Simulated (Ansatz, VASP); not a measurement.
**CoSi2 in VASP and in Ansatz**

```
Co Si
1.0
     0.00000    2.71140    2.61773
     2.71140    0.00000    2.61773
     2.71140    2.71140    0.00000
Co Si
1 2
Direct
  0.00000 0.00000 0.00000
  0.21940 0.21940 0.28060
  0.78060 0.78060 0.71940
```

Change from the starting cell: mode 6 frozen in at -0.164 Å, strain +e along z and -e/2 along x and y -0.0233.

Alike in both runs: task single point; functional PBE; k mesh 12 × 12 × 12; occupations gaussian, width 0.15 eV; no spin polarisation.

|  | VASP | Ansatz |
| --- | --- | --- |
| version | VASP 6.6.1 | Ansatz 0.2.0 |
| potentials or method | VASP PAW PBE potentials, release 64 (Co, Si), cutoff 520 eV | scalar-relativistic, plane waves, PAW |
| valence electrons in the cell | 17 | 25 |

Ansatz gave:

- gap on the k mesh at the Fermi level (eV): none
- pressure (GPa): 5.1
- traceless stress, the component that is largest in VASP (GPa): 11.10
- rms of the force components (eV/Å): 1.210

**Question.** Estimate VASP's values.

**Answer.** gap on the k mesh at the Fermi level (eV): none; pressure (GPa): 4.9; traceless stress, the component that is largest in VASP (GPa): 11.10; rms of the force components (eV/Å): 1.205.

Atom by atom the forces differ by 0.004 eV/Å (rms over components). A gap of «none» marks a metal or a gap that the smearing closes. VASP's potentials hold 17 valence electrons a cell and Ansatz's 25, so a difference there can come from the potentials and not from the codes.
